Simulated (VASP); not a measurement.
# TaS2 (P-3m1) in VASP: notebook, part 3 of 3

VASP 6.6.1.

**4. Electric field gradients, PBE (equal xx and yy strain of -2 %)**

INCAR

```
ALGO     = Normal         # electronic algorithm
EDIFF    = 1E-8           # SCF threshold, eV
ENCUT    = 400            # plane-wave cutoff, eV
GGA      = PE             # functional
GGA_COMPAT= F            
ISIF     = 2              # what is computed and relaxed
ISMEAR   = -1             # smearing method
LASPH    = T              # aspherical terms in the spheres
LCHARG   = F              # write CHGCAR
LEFG     = T            
LREAL    = F              # projectors in reciprocal space
LWAVE    = F              # write WAVECAR
NBANDS   = 18             # bands
NELM     = 120            # most SCF steps
PREC     = Accurate       # precision mode
SIGMA    = 0.03           # smearing width, eV
```

KPOINTS

```
k-points
0
Gamma
  9 9 5
```

POSCAR

```
TaS2
1.0
    3.2830020782      0.0000000000      0.0000000000
   -1.6415010391      2.8431632004      0.0000000000
    0.0000000000      0.0000000000      5.8600000000
Ta S
1 2
Direct
    0.0000000000      0.0000000000      0.0000000000
    0.3333333333      0.6666666667      0.2500000000
    0.6666666667      0.3333333333      0.7500000000
```

Potentials or basis: VASP PAW PBE potentials, release 64 (Ta_pv, S).

Started as:

```sh
$ cat potpaw_PBE.64/Ta_pv/POTCAR potpaw_PBE.64/S/POTCAR > POTCAR
$ mpirun -np 1 vasp_std > vasp.out
```

OUTCAR:

```text
EDIFF = 1E-8
   ENCUT = 400
   GGA = PE
   ISIF = 2
   ISMEAR = -1
   LASPH = T
   LREAL = F
   NELM = 120
   PREC = Accurate

 ion  position               nearest neighbor table
   1  0.000  0.000  0.000-   2 2.40   3 2.40   3 2.40   2 2.40   3 2.40   2 2.40
   2  0.333  0.667  0.250-   1 2.40   1 2.40   1 2.40
   3  0.667  0.333  0.750-   1 2.40   1 2.40   1 2.40

  LATTYP: Found a hexagonal cell.
 ALAT       =     3.2830020782
 C/A-ratio  =     1.7849516572

  Lattice vectors:

 A1 = (   3.2830020782,   0.0000000000,   0.0000000000)
 A2 = (  -1.6415010391,   2.8431632004,   0.0000000000)
 A3 = (   0.0000000000,   0.0000000000,   5.8600000000)

Analysis of symmetry for initial positions (statically):
=====================================================================
 Subroutine PRICEL returns:
 Original cell was already a primitive cell.

 Routine SETGRP: Setting up the symmetry group for a
 hexagonal supercell.

 Subroutine GETGRP returns: Found 12 space group operations
 (whereof 12 operations were pure point group operations)
 out of a pool of 24 trial point group operations.

The static configuration has the point symmetry D_3d.

Analysis of symmetry for dynamics (positions and initial velocities):
=====================================================================
 Subroutine PRICEL returns:
 Original cell was already a primitive cell.

 Routine SETGRP: Setting up the symmetry group for a
 hexagonal supercell.

 Subroutine GETGRP returns: Found 12 space group operations
 (whereof 12 operations were pure point group operations)
 out of a pool of 24 trial point group operations.

The dynamic configuration has the point symmetry D_3d.

 Subroutine INISYM returns: Found 12 space group operations
 (whereof 12 operations are pure point group operations),
 and found     1 'primitive' translations

----------------------------------------------------------------------------------------

                                     Primitive cell

  volume of cell :      54.6979

  direct lattice vectors                    reciprocal lattice vectors
     3.283002078  0.000000000  0.000000000     0.304599259  0.175860464  0.000000000
    -1.641501039  2.843163200  0.000000000     0.000000000  0.351720928  0.000000000
     0.000000000  0.000000000  5.860000000     0.000000000  0.000000000  0.170648464

  length of vectors
     3.283002078  3.283002078  5.860000000     0.351720928  0.351720928  0.170648464

  position of ions in fractional coordinates (direct lattice)
     0.000000000  0.000000000  0.000000000
     0.333333333  0.666666667  0.250000000
     0.666666667  0.333333333  0.750000000

  ion indices of the primitive-cell ions
   primitive index   ion index
                 1           1
                 2           2
                 3           3

[... 74 lines left out ...]
   NSW    =      0    number of steps for IOM
   IBRION =     -1    ionic relax: 0-MD 1-quasi-New 2-CG
   NFREE  =      0    steps in history (QN), initial steepest desc. (CG)
   ISIF   =      2    stress and relaxation
   ISYM   =      2    0-nonsym 1-usesym 2-fastsym
   POTIM  = 0.5000    time-step for ionic-motion
   TEBEG  =    0.0;   TEEND  =   0.0 temperature during run
   PSTRESS=    0.0 pullay stress
   NELECT =      23.0000    total number of electrons
   NUPDOWN=      -1.0000    fix difference up-down
   EMIN   =  10.00;   EMAX   =-10.00  energy-range for DOS
   EFERMI =   0.00;   METHOD = LEGACY
   ISMEAR =    -1;   SIGMA  =   0.03  broadening in eV -4-tet -1-fermi 0-gaus
   EFERMI_NEDOS =   21; number of points for ismear=-14 and -15
   IALGO  =     38    algorithm
   IMIX   =      4    mixing-type and parameters
     AMIX     =   0.40;   BMIX     =  1.00
     AMIX_MAG =   1.60;   BMIX_MAG =  1.00
  volume/ion in A,a.u.               =      18.23       123.04
  Fermi-wavevector in a.u.,A,eV,Ry     =   1.226480  2.317712 20.466618  1.504254
  Thomas-Fermi vector in A             =   2.361480
   LORBIT       =      0    0 simple, 1 ext, 2 COOP (PROOUT), +10 PAW based schemes
   GGA     = PE    functional components
   LHFCALC =     F    Hartree Fock is set to
   AEXX    =    0.0000 exact exchange contribution
   IVDW    =     0    specifies the selected vdW correction
   LEPSILON=     F    determine dielectric tensor
   LRPA    =     F    only Hartree local field effects (RPA)
 non-spin polarized calculation
  energy-cutoff  :      400.00
  volume of cell :       54.70
 maximum number of plane-waves:      1027
 NGX is ok and might be reduce to    24
   NGX = 11   NGY = 11   NGZ = 19

 number of electron      22.9999991 magnetization

 Free energy of the ion-electron system (eV)
  ---------------------------------------------------
  ext. energy  EPLUGINS =         0.00000000
  ---------------------------------------------------
  free energy    TOTEN  =       -22.85683107 eV

  energy without entropy =      -22.85147592  energy(sigma->0) =      -22.85415349

 E-fermi :   6.0515     XC(G=0): -10.7064

 val. band max:        6.0466079247   @ k =   0.1111   0.0000   0.0000
 cond. band min:       6.0953527797   @ k =   0.3333   0.1111   0.2000
 fundamental gap:      0.0487448550
 Fermi energy:         6.0515391709

 k-point     1 :       0.0000    0.0000    0.0000
  band No.  band energies     occupation
      1     -29.0952      2.00000
      2     -29.0234      2.00000
      3     -29.0234      2.00000
      4      -9.3381      2.00000
      5      -7.1447      2.00000
      6      -1.1873      2.00000
[... 481 lines left out ...]
      5      -7.2053      2.00000
      6      -0.0074      2.00000
[... 10 lines left out ...]
     17      13.0163      0.00000
     18      13.6922      0.00000

 [... further k-points ...]
[... 5 lines left out ...]
  --------------------------------------------------------------------------------------
  -------------------------------------------------------------------------------------
  Total        5.1370432      5.1370432      6.2629688      0.0000000      0.0000000      0.0000000
  in kB      150.4711499    150.4711499    183.4510784      0.0000000      0.0000000      0.0000000
  external PRESSURE =     161.4644594 kB  Pullay stress =       0.0000000 kB

 VOLUME and BASIS-vectors are now :
 -----------------------------------------------------------------------------
  energy-cutoff  :      400.00
  volume of cell :       54.70
      direct lattice vectors                 reciprocal lattice vectors
     3.283002078  0.000000000  0.000000000     0.304599259  0.175860464  0.000000000
    -1.641501039  2.843163200  0.000000000     0.000000000  0.351720928  0.000000000
     0.000000000  0.000000000  5.860000000     0.000000000  0.000000000  0.170648464

 POSITION                                       TOTAL-FORCE (eV/Angst)
 -----------------------------------------------------------------------------------
      0.00000      0.00000      0.00000        -0.000000     -0.000000      0.000000
     -0.00000      1.89544      1.46500         0.000000     -0.000000      1.871045
      1.64150      0.94772      4.39500        -0.000000      0.000000     -1.871045
 -----------------------------------------------------------------------------------
    total drift:                               -0.000000      0.000000      0.000000

  FREE ENERGIE OF THE ION-ELECTRON SYSTEM (eV)
  ---------------------------------------------------
  free  energy   TOTEN  =       -22.8568310656 eV

  energy  without entropy=      -22.8514759172  energy(sigma->0) =      -22.85415349

 Electric field gradients (V/A^2)
---------------------------------------------------------------------
 ion       V_xx      V_yy      V_zz      V_xy      V_xz      V_yz
---------------------------------------------------------------------
   1      73.240    73.241  -146.481     0.000     0.000    -0.000
   2       7.841     7.841   -15.683     0.000    -0.000     0.000
   3       7.841     7.841   -15.683     0.000    -0.000     0.000
---------------------------------------------------------------------

 Electric field gradients after diagonalization (V/A^2)
 (convention: |V_zz| > |V_xx| > |V_yy|)
----------------------------------------------------------------------
 ion       V_xx      V_yy      V_zz     asymmetry (V_yy - V_xx)/ V_zz
----------------------------------------------------------------------
   1      73.241    73.240  -146.481       0.000
   2       7.842     7.841   -15.683       0.000
   3       7.842     7.841   -15.683       0.000
----------------------------------------------------------------------

           NMR quadrupolar parameters

 Cq : quadrupolar parameter    Cq=e*Q*V_zz/h
 eta: asymmetry parameters     (V_yy - V_xx)/ V_zz
 Q  : nuclear electric quadrupole moment in mb (millibarn)
----------------------------------------------------------------------
 ion       Cq(MHz)       eta       Q (mb)
----------------------------------------------------------------------
   1      -0.354       0.000       1.000
   2      -0.038       0.000       1.000
   3      -0.038       0.000       1.000
----------------------------------------------------------------------
```

Run time: 46 s. Hardware: 1 thread of Intel Xeon Platinum 8488C (Sapphire Rapids), shared host; peak memory 0.17 GiB.

What came out:

- Free energy: -22.8568 eV
- Pressure: 16.1 GPa
- Largest force: 1.871 eV/Å

Forces in eV/Å, atoms in the order of the input:
```
Ta   0.000  0.000  0.000
S    0.000  0.000  1.871
S    0.000  0.000 -1.871
```

Stress tensor (GPa, compression positive):
```
15.05  0.00  0.00
 0.00 15.05  0.00
 0.00  0.00 18.35
```

Levels at points of the mesh, in eV from the Fermi level:
```csv
k point,band 9,band 10,band 11,band 12,band 13,band 14,band 15,band 16
"(0.00, 0.00, 0.00)",-1.42,-0.65,-0.65,0.08,0.08,0.15,4.29,4.29
```

Electric field gradients, principal values (V/Å²):
```csv
atom,least,middle,greatest (by size)
1 Ta,73.240,73.241,-146.481
2 S,7.841,7.842,-15.683
3 S,7.841,7.842,-15.683
```

Caveat: the cell differs from its parent crystal (equal xx and yy strain of -2 %); without QUAD_EFG the Cq values of the log hold for a quadrupole moment of 1 mb, not for the nuclei; spin-orbit coupling is left out, which moves the levels of the heavy elements; this functional lacks dispersion, which binds the layers, so the pressure and a relaxed spacing across them are unreliable; forces of over 1 eV/Å act on the atoms, so gaps and moduli don't describe the material at rest.

**5. Electric field gradients, PBE (equal xx and yy strain of -2 %)**

INCAR

```
SYSTEM = TaS2
PREC = Accurate ; ENCUT = 400
EDIFF = 1E-8 ; ISMEAR = -1
SIGMA = 0.03 ; LREAL = .FALSE.
LASPH = .TRUE. ; NELM = 120
ALGO = Normal ; ISIF = 2
LWAVE = .FALSE. ; LCHARG = .FALSE.
GGA = PE ; LEFG = .TRUE.
NBANDS = 18 ; GGA_COMPAT = .FALSE.
```

KPOINTS

```
regular mesh
0
G
  9 9 5
  0 0 0
```

POSCAR is that of step 4.

Potentials or basis: VASP PAW PBE potentials, release 64 (Ta_pv, S).

Started as:

```sh
$ cat potpaw_PBE.64/Ta_pv/POTCAR potpaw_PBE.64/S/POTCAR > POTCAR
$ mpirun -np 1 vasp_std > vasp.out
```

OUTCAR:

```text
SYSTEM = TaS2
   PREC = Accurate
   ENCUT = 400
   EDIFF = 1E-8
   ISMEAR = -1
   LREAL = .FALSE.
   LASPH = .TRUE.
   NELM = 120
   ISIF = 2
   GGA = PE

 ion  position               nearest neighbor table
   1  0.000  0.000  0.000-   2 2.40   3 2.40   3 2.40   2 2.40   3 2.40   2 2.40
   2  0.333  0.667  0.250-   1 2.40   1 2.40   1 2.40
   3  0.667  0.333  0.750-   1 2.40   1 2.40   1 2.40

  LATTYP: Found a hexagonal cell.
 ALAT       =     3.2830020782
 C/A-ratio  =     1.7849516572

  Lattice vectors:

 A1 = (   3.2830020782,   0.0000000000,   0.0000000000)
 A2 = (  -1.6415010391,   2.8431632004,   0.0000000000)
 A3 = (   0.0000000000,   0.0000000000,   5.8600000000)

Analysis of symmetry for initial positions (statically):
=====================================================================
 Subroutine PRICEL returns:
 Original cell was already a primitive cell.

 Routine SETGRP: Setting up the symmetry group for a
 hexagonal supercell.

 Subroutine GETGRP returns: Found 12 space group operations
 (whereof 12 operations were pure point group operations)
 out of a pool of 24 trial point group operations.

The static configuration has the point symmetry D_3d.

Analysis of symmetry for dynamics (positions and initial velocities):
=====================================================================
 Subroutine PRICEL returns:
 Original cell was already a primitive cell.

 Routine SETGRP: Setting up the symmetry group for a
 hexagonal supercell.

 Subroutine GETGRP returns: Found 12 space group operations
[... 157 lines left out ...]
 fundamental gap:      0.0487448550
 Fermi energy:         6.0515391709

 k-point     1 :       0.0000    0.0000    0.0000
  band No.  band energies     occupation
      1     -29.0952      2.00000
      2     -29.0234      2.00000
      3     -29.0234      2.00000
      4      -9.3381      2.00000
      5      -7.1447      2.00000
      6      -1.1873      2.00000
[... 481 lines left out ...]
      5      -7.2053      2.00000
      6      -0.0074      2.00000
[... 10 lines left out ...]
     17      13.0163      0.00000
     18      13.6922      0.00000

 [... further k-points ...]
[... 5 lines left out ...]
  --------------------------------------------------------------------------------------
  -------------------------------------------------------------------------------------
  Total        5.1370432      5.1370432      6.2629688      0.0000000      0.0000000      0.0000000
  in kB      150.4711499    150.4711499    183.4510784      0.0000000      0.0000000      0.0000000
  external PRESSURE =     161.4644594 kB  Pullay stress =       0.0000000 kB

 VOLUME and BASIS-vectors are now :
 -----------------------------------------------------------------------------
  energy-cutoff  :      400.00
  volume of cell :       54.70
      direct lattice vectors                 reciprocal lattice vectors
     3.283002078  0.000000000  0.000000000     0.304599259  0.175860464  0.000000000
    -1.641501039  2.843163200  0.000000000     0.000000000  0.351720928  0.000000000
     0.000000000  0.000000000  5.860000000     0.000000000  0.000000000  0.170648464

 POSITION                                       TOTAL-FORCE (eV/Angst)
 -----------------------------------------------------------------------------------
      0.00000      0.00000      0.00000        -0.000000     -0.000000      0.000000
     -0.00000      1.89544      1.46500         0.000000     -0.000000      1.871045
      1.64150      0.94772      4.39500        -0.000000      0.000000     -1.871045
 -----------------------------------------------------------------------------------
    total drift:                               -0.000000      0.000000      0.000000

  FREE ENERGIE OF THE ION-ELECTRON SYSTEM (eV)
  ---------------------------------------------------
  free  energy   TOTEN  =       -22.8568310656 eV

  energy  without entropy=      -22.8514759172  energy(sigma->0) =      -22.85415349

 Electric field gradients (V/A^2)
---------------------------------------------------------------------
 ion       V_xx      V_yy      V_zz      V_xy      V_xz      V_yz
---------------------------------------------------------------------
   1      73.240    73.241  -146.481     0.000     0.000    -0.000
   2       7.841     7.841   -15.683     0.000    -0.000     0.000
   3       7.841     7.841   -15.683     0.000    -0.000     0.000
---------------------------------------------------------------------

 Electric field gradients after diagonalization (V/A^2)
 (convention: |V_zz| > |V_xx| > |V_yy|)
----------------------------------------------------------------------
 ion       V_xx      V_yy      V_zz     asymmetry (V_yy - V_xx)/ V_zz
----------------------------------------------------------------------
   1      73.241    73.240  -146.481       0.000
   2       7.842     7.841   -15.683       0.000
   3       7.842     7.841   -15.683       0.000
----------------------------------------------------------------------

           NMR quadrupolar parameters

 Cq : quadrupolar parameter    Cq=e*Q*V_zz/h
 eta: asymmetry parameters     (V_yy - V_xx)/ V_zz
 Q  : nuclear electric quadrupole moment in mb (millibarn)
----------------------------------------------------------------------
 ion       Cq(MHz)       eta       Q (mb)
----------------------------------------------------------------------
   1      -0.354       0.000       1.000
   2      -0.038       0.000       1.000
   3      -0.038       0.000       1.000
----------------------------------------------------------------------
```

It took 41 s on 1 thread of Intel Xeon Platinum 8488C (Sapphire Rapids), shared host; peak memory 0.17 GiB.

Results:

```
Free energy   : -22.8568 eV
Pressure      : 16.1 GPa
Largest force : 1.871 eV/Å
```

Forces on the atoms (eV/Å):
```
Ta   0.000  0.000  0.000
S    0.000  0.000  1.871
S    0.000  0.000 -1.871
```

Electric field gradients, principal values (V/Å²):
```tsv
atom	least	middle	greatest (by size)
1 Ta	73.240	73.241	-146.481
2 S	7.841	7.842	-15.683
3 S	7.841	7.842	-15.683
```

Caveat: the cell differs from its parent crystal (equal xx and yy strain of -2 %); without QUAD_EFG the Cq values of the log hold for a quadrupole moment of 1 mb, not for the nuclei; spin-orbit coupling is left out, which moves the levels of the heavy elements; this functional lacks dispersion, which binds the layers, so the pressure and a relaxed spacing across them are unreliable; forces of over 1 eV/Å act on the atoms, so gaps and moduli don't describe the material at rest.
